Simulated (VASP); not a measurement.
# CuO (C2/c) in VASP: relaxation of cell and atoms with PBEsol

Aim: the relaxation of cell and atoms of CuO with PBEsol.

Everything below comes from runs of VASP 6.6.1. Logs are shortened: lines on timing, memory, paths and dates and some standing lists are left out, and cuts for length are marked.

## (1) The cell of the first run

The typed cell holds 4 atoms: a = 2.949 Å, b = 2.949 Å, c = 5.151 Å, α = 90.01°, β = 90.01°, γ = 89.85°.

## (2) Relaxation of cell and atoms, PBEsol

The input, INCAR:

```
PREC = Accurate
ENCUT = 600
EDIFF = 1E-7
ISMEAR = 0
SIGMA = 0.1
LREAL = F
LASPH = T
NELM = 100
ALGO = Normal
ISIF = 3
LWAVE = F
LCHARG = F
GGA = PS
IBRION = 2
NSW = 70
EDIFFG = -0.005
```

The input, KPOINTS:

```
regular mesh
0
Gamma
  14 14 8
```

The input, POSCAR:

```
CuO
1.0
    2.0814198478     -2.0824189921      0.1629648055
    2.0814198478      2.0824189921      0.1629648055
   -0.4035310781      0.0000000000      5.1352739965
Cu O
2 2
Direct
    0.0000000000      0.5000000000      0.0000000000
    0.5000000000      0.0000000000      0.5000000000
    0.5000828519      0.4999171481      0.2500000000
    0.4999171481      0.5000828519      0.7500000000
```

Potentials or basis: VASP PAW PBE potentials, release 64 (Cu, O).

On the command line:

```sh
cat potpaw_PBE.64/Cu/POTCAR potpaw_PBE.64/O/POTCAR > POTCAR
mpirun -np 1 vasp_std > vasp.out
```

OUTCAR:

```text
PREC = Accurate
   ENCUT = 600
   EDIFF = 1E-7
   ISMEAR = 0
   LREAL = F
   LASPH = T
   NELM = 100
   ISIF = 3
   GGA = PS
   IBRION = 2
   NSW = 70
   EDIFFG = -0.005

 ion  position               nearest neighbor table
   1  0.000  0.500  0.000-   3 1.96   4 1.96   4 1.96   3 1.96
   2  0.500  0.000  0.500-   4 1.96   3 1.96   4 1.96   3 1.96
   3  0.500  0.500  0.250-   2 1.96   1 1.96   2 1.96   1 1.96
   4  0.500  0.500  0.750-   1 1.96   2 1.96   2 1.96   1 1.96

  LATTYP: Found a base centered monoclinic cell.
 ALAT       =     4.1755795337
 B/A-ratio  =     0.9974275308
 C/A-ratio  =     1.2336262164
 COS(beta)  =    -0.0002834803

  Lattice vectors:

 A1 = (   2.0814198478,  -2.0824189921,   0.1629648055)
 A2 = (   2.0814198478,   2.0824189921,   0.1629648055)
 A3 = (  -0.4035310781,   0.0000000000,   5.1352739965)

Analysis of symmetry for initial positions (statically):
=====================================================================
 Subroutine PRICEL returns:
 Original cell was already a primitive cell.

 Routine SETGRP: Setting up the symmetry group for a
 base centered monoclinic supercell.

 Subroutine GETGRP returns: Found  4 space group operations
 (whereof  2 operations were pure point group operations)
 out of a pool of  4 trial point group operations.

The static configuration has the point symmetry S_2 .
 The point group associated with its full space group is C_2h.

Analysis of symmetry for dynamics (positions and initial velocities):
=====================================================================
 Subroutine PRICEL returns:
 Original cell was already a primitive cell.

 Routine SETGRP: Setting up the symmetry group for a
 base centered monoclinic supercell.

 Subroutine GETGRP returns: Found  4 space group operations
 (whereof  2 operations were pure point group operations)
 out of a pool of  4 trial point group operations.

The dynamic configuration has the point symmetry S_2 .
 The point group associated with its full space group is C_2h.

 Subroutine INISYM returns: Found  4 space group operations
 (whereof  2 operations are pure point group operations),
 and found     1 'primitive' translations

----------------------------------------------------------------------------------------

                                     Primitive cell

  volume of cell :      44.7904

  direct lattice vectors                    reciprocal lattice vectors
     2.081419848 -2.082418992  0.162964806     0.238751730 -0.240105378  0.018761169
     2.081419848  2.082418992  0.162964806     0.238751730  0.240105378  0.018761169
    -0.403531078  0.000000000  5.135273996    -0.015153283  0.000000000  0.193540828

  length of vectors
     2.948785338  2.948785338  5.151104382     0.339123816  0.339123816  0.194133135

  position of ions in fractional coordinates (direct lattice)
     0.000000000  0.500000000  0.000000000
     0.500000000  0.000000000  0.500000000
     0.500082852  0.499917148  0.250000000
     0.499917148  0.500082852  0.750000000

  ion indices of the primitive-cell ions
   primitive index   ion index
                 1           1
                 2           2
                 3           3
                 4           4

----------------------------------------------------------------------------------------

 KPOINTS: regular mesh

Automatic generation of k-mesh.
 Grid dimensions read from file:
 generate k-points for:   14   14    8

 Generating k-lattice:

  Cartesian coordinates                     Fractional coordinates (reciprocal lattice)
     0.017053695 -0.017150384  0.001340083     0.071428571  0.000000000 -0.000000000
     0.017053695  0.017150384  0.001340083     0.000000000  0.071428571 -0.000000000
    -0.001894160  0.000000000  0.024192603     0.000000000  0.000000000  0.125000000

  Length of vectors
     0.024223130  0.024223130  0.024266642

  Shift w.r.t. Gamma in fractional coordinates (k-lattice)
     0.000000000  0.000000000  0.000000000

 Subroutine IBZKPT returns following result:
 ===========================================

 Found    429 irreducible k-points:

 Following reciprocal coordinates:
            Coordinates               Weight
  0.000000  0.000000  0.000000      1.000000
  0.071429 -0.000000  0.000000      4.000000
  0.142857  0.000000  0.000000      4.000000
  0.214286 -0.000000  0.000000      4.000000
  0.285714  0.000000 -0.000000      4.000000
  0.357143 -0.000000 -0.000000      4.000000
[... 16 lines left out ...]
  0.214286  0.142857  0.000000      4.000000
  0.285714  0.142857 -0.000000      4.000000
 [... further k-points ...]
   k-points           NKPTS =    429   k-points in BZ     NKDIM =    429   number of bands    NBANDS=     21
   number of dos      NEDOS =    301   number of ions     NIONS =      4
   total plane-waves  NPLWV =  24192
   dimension x,y,z NGX =    24 NGY =   24 NGZ =   42
   dimension x,y,z NGXF=    48 NGYF=   48 NGZF=   84
   ions per type =               2   2
   NGX,Y,Z   is equivalent  to a cutoff of  13.53, 13.53, 13.56 a.u.
   NGXF,Y,Z  is equivalent  to a cutoff of  27.06, 27.06, 27.11 a.u.
 SYSTEM =  unknown system
   PREC   = accura    normal or accurate (medium, high low for compatibility)
   ISTART =      0    job   : 0-new  1-cont  2-samecut
   ICHARG =      2    charge: 1-file 2-atom 10-const
   ISPIN  =      1    spin polarized calculation?
   LNONCOLLINEAR =      F non collinear calculations
   LSORBIT =      F    spin-orbit coupling
   LASPH  =      T    aspherical Exc in radial PAW
   ENCUT  =  600.0 eV  44.10 Ry    6.64 a.u.   5.89  5.89 10.29*2*pi/ulx,y,z
   NELM   =    100;   NELMIN=  2; NELMDL= -5     # of ELM steps
   EDIFF  = 0.1E-06   stopping-criterion for ELM
   LREAL  =      F    real-space projection
   EDIFFG = -.5E-02   stopping-criterion for IOM
   NSW    =     70    number of steps for IOM
   IBRION =      2    ionic relax: 0-MD 1-quasi-New 2-CG
   NFREE  =      1    steps in history (QN), initial steepest desc. (CG)
   ISIF   =      3    stress and relaxation
   ISYM   =      2    0-nonsym 1-usesym 2-fastsym
   POTIM  = 0.5000    time-step for ionic-motion
   TEBEG  =    0.0;   TEEND  =   0.0 temperature during run
   PSTRESS=    0.0 pullay stress
   NELECT =      34.0000    total number of electrons
   NUPDOWN=      -1.0000    fix difference up-down
   EMIN   =  10.00;   EMAX   =-10.00  energy-range for DOS
   EFERMI =   0.00;   METHOD = LEGACY
   ISMEAR =     0;   SIGMA  =   0.10  broadening in eV -4-tet -1-fermi 0-gaus
   EFERMI_NEDOS =   21; number of points for ismear=-14 and -15
   IALGO  =     38    algorithm
   IMIX   =      4    mixing-type and parameters
     AMIX     =   0.40;   BMIX     =  1.00
     AMIX_MAG =   1.60;   BMIX_MAG =  1.00
  volume/ion in A,a.u.               =      11.20        75.57
  Fermi-wavevector in a.u.,A,eV,Ry     =   1.493388  2.822095 30.343829  2.230209
  Thomas-Fermi vector in A             =   2.605795
   LORBIT       =      0    0 simple, 1 ext, 2 COOP (PROOUT), +10 PAW based schemes
   GGA     = PS    functional components
   LHFCALC =     F    Hartree Fock is set to
   AEXX    =    0.0000 exact exchange contribution
   IVDW    =     0    specifies the selected vdW correction
   LEPSILON=     F    determine dielectric tensor
   LRPA    =     F    only Hartree local field effects (RPA)
 conjugate gradient relaxation of ions
 non-spin polarized calculation
 Gauss-broadening in eV      SIGMA  =   0.10
  energy-cutoff  :      600.00
  volume of cell :       44.79
 maximum number of plane-waves:      1536
   NGX = 11   NGY = 11   NGZ = 21

--------------------------------------- Ionic step        1  -------------------------------------------

 number of electron      34.0000004 magnetization

 Free energy of the ion-electron system (eV)
  ---------------------------------------------------
  ext. energy  EPLUGINS =         0.00000000
  ---------------------------------------------------
  free energy    TOTEN  =       -21.44845520 eV

  energy without entropy =      -21.43562761  energy(sigma->0) =      -21.44204141

------------------------ aborting loop because EDIFF is reached ----------------------------------------

  FORCE on cell =-STRESS in cart. coord.  units (eV):
  Direction    XX          YY          ZZ          XY          YZ          ZX
  --------------------------------------------------------------------------------------
  -------------------------------------------------------------------------------------
  Total       -1.7421361     -1.7249008     -2.1599527      0.0000000      0.0000000      0.0337416
  in kB      -62.3171326    -61.7006150    -77.2626540      0.0000000      0.0000000      1.2069532
  external PRESSURE =     -67.0934672 kB  Pullay stress =       0.0000000 kB
[... 289 lines left out ...]
  energy  without entropy=      -21.4783803710  energy(sigma->0) =      -21.48477163

--------------------------------------- Ionic step        9  -------------------------------------------

 number of electron      33.9999976 magnetization

 Free energy of the ion-electron system (eV)
  ---------------------------------------------------
  ext. energy  EPLUGINS =         0.00000000
  ---------------------------------------------------
  free energy    TOTEN  =       -21.49119466 eV

  energy without entropy =      -21.47840726  energy(sigma->0) =      -21.48480096

 E-fermi :   5.1847     XC(G=0): -11.7896

 val. band max:        5.1815957945   @ k =  -0.2857   0.4286   0.3750
 cond. band min:       5.1852134293   @ k =   0.3571  -0.0000   0.1250
 fundamental gap:      0.0036176347
 Fermi energy:         5.1847298063

 k-point     1 :       0.0000    0.0000    0.0000
  band No.  band energies     occupation
      1     -14.8718      2.00000
      2     -13.4534      2.00000
      3      -3.3459      2.00000
      4      -0.5165      2.00000
      5      -0.5119      2.00000
      6       1.2303      2.00000
[... 550 lines left out ...]
      5      -0.6814      2.00000
      6      -0.4038      2.00000
[... 13 lines left out ...]
     20      10.6414      0.00000
     21      14.0547      0.00000

 [... further k-points ...]

------------------------ aborting loop because EDIFF is reached ----------------------------------------

  FORCE on cell =-STRESS in cart. coord.  units (eV):
  Direction    XX          YY          ZZ          XY          YZ          ZX
  --------------------------------------------------------------------------------------
  -------------------------------------------------------------------------------------
  Total       -0.0015559      0.0055434     -0.0027877      0.0000000      0.0000000      0.0003306
  in kB       -0.0582647      0.2075928     -0.1043964      0.0000000      0.0000000      0.0123789
  external PRESSURE =       0.0149773 kB  Pullay stress =       0.0000000 kB
[... 19 lines left out ...]
  FREE ENERGIE OF THE ION-ELECTRON SYSTEM (eV)
  ---------------------------------------------------
  free  energy   TOTEN  =       -21.4911946628 eV

  energy  without entropy=      -21.4784072647  energy(sigma->0) =      -21.48480096

 reached required accuracy - stopping structural energy minimisation
```

It took 60 min on 1 thread of Intel Xeon 8259CL, shared host; peak memory 0.55 GiB.

What came out:

```yaml
Free_energy: -21.4912 eV
Relaxed_volume: 10.70 Å³/atom
Relaxed_cell: a = 2.895 Å, b = 2.895 Å, c = 5.103 Å, α = 90.01°, β = 90.01°, γ = 89.88°
Space_group_after_relaxing_to_0.1_Å: P4_2/mmc (No. 131)
Energy_gained_by_relaxing: 10.7 meV/atom
Ionic_steps: 9
Pressure_after_relaxing: 0.0 GPa
Band_gap_on_the_k_mesh: zero (bands 17 and 18 overlap by 1.20 eV)
```

Step by step:
| step | energy change (eV) | largest force (eV/Å) | pressure (GPa) | volume (Å³) |
| --- | --- | --- | --- | --- |
| 1 | 0.0000 | 0.0003 | -6.71 | 44.79 |
| 2 | -0.0237 | 0.0000 | 4.87 | 41.82 |
| 3 | -0.0410 | 0.0001 | -0.07 | 42.94 |
| 4 | -0.0409 | 0.0001 | -0.23 | 42.98 |
| 5 | -0.0420 | 0.0001 | -0.21 | 42.92 |
| 6 | -0.0427 | 0.0002 | -0.15 | 42.80 |
| 7 | -0.0427 | 0.0002 | -0.16 | 42.81 |
| 8 | -0.0427 | 0.0001 | 0.20 | 42.73 |
| 9 | -0.0427 | 0.0002 | 0.00 | 42.78 |

Final structure:
```yaml
crystal:
  lattice:
    - [2.04339, -2.04519, 0.16002]
    - [2.04339, 2.04519, 0.16002]
    - [-0.39968, 0.00000, 5.08741]
  atoms:
    - { symbol: Cu, position: [0.00000, 0.50000, 0.00000] }
    - { symbol: Cu, position: [0.50000, 0.00000, 0.50000] }
    - { symbol: O, position: [0.50008, 0.49992, 0.25000] }
    - { symbol: O, position: [0.49992, 0.50008, 0.75000] }
```

Caveat: the PAW data sets were made with another functional, which shifts forces and pressure a little; semilocal functionals often make such compounds metallic where correlation or magnetic order opens a gap, which also shifts bond lengths.
